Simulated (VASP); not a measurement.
Write the native input for VASP 6.6.1 that does the following.

- Task: single point
- Functional: r2SCAN
- Potentials or basis: VASP PAW PBE potentials, release 64 (Li_sv, F)
- Cutoff: 520 eV
- k mesh: 12 × 12 × 6
- Occupations: gaussian, width 0.01 eV
- Spin: no spin polarisation
- Dipole correction: no
- Further INCAR settings: ALGO = Normal; EDIFF = 1e-06; NBANDS = 18

Crystal: LiF.

```
Li F
1.0
     3.08101    0.06732    0.00000
    -1.48221    2.63458    0.00000
     0.00000    0.00000    4.78534
Li F
2 2
Cartesian
  0.0262 1.7786 -0.0358
  1.5726 0.9233 2.3568
  0.0164 1.7801 1.8303
  1.5824 0.9218 4.2230
```

This cell differs from its parent crystal: shear xy strain +4.4%.

The input as run:

POSCAR

```
LiF
1.0
    3.0810126435      0.0673201263      0.0000000000
   -1.4822053823      2.6345751555      0.0000000000
    0.0000000000      0.0000000000      4.7853429566
Li F
2 2
Direct
    0.3292258348      0.6666771857     -0.0074876306
    0.6707741652      0.3333228143      0.4925123694
    0.3263558024      0.6673463813      0.3824876306
    0.6736441976      0.3326536187      0.8824876306
```

INCAR.step1

```
PREC = Accurate
ENCUT = 520
ISMEAR = 0
SIGMA = 0.01
LREAL = False
LASPH = True
NELM = 60
NBANDS = 18
GGA = PE
ALGO = Normal
EDIFF = 1E-4
LWAVE = True
LCHARG = False
```

INCAR.step2

```
PREC = Accurate
ENCUT = 520
EDIFF = 1E-6
ISMEAR = 0
SIGMA = 0.01
LREAL = False
LASPH = True
NELM = 60
ALGO = Normal
ISIF = 2
LWAVE = False
LCHARG = True
METAGGA = R2SCAN
LMIXTAU = True
LELF = True
LVHAR = True
NBANDS = 18
ISTART = 1
```

KPOINTS

```
regular mesh
0
Gamma
  12 12 6
```

Potentials or basis: VASP PAW PBE potentials, release 64 (Li_sv, F).

Run with:

```sh
$ cat potpaw_PBE.64/Li_sv/POTCAR potpaw_PBE.64/F/POTCAR > POTCAR
$ cp INCAR.step1 INCAR
$ mpirun -np 1 vasp_std > vasp.out
$ cp INCAR.step2 INCAR
$ mpirun -np 1 vasp_std > vasp.out
```

It gave:

```json
{"Largest force": "0.024 eV/Å", "Band gap on the k mesh": "8.68 eV, direct"}
```

Caveat: the cell differs from its parent crystal (shear xy strain +4.4%); the PAW data sets were made with another functional, which shifts forces and pressure a little.

Run time: 4.1 min on 1 thread of Intel(R) Xeon(R) 6975P-C (Granite Rapids), on a shared host, peak memory 0.27 GiB.
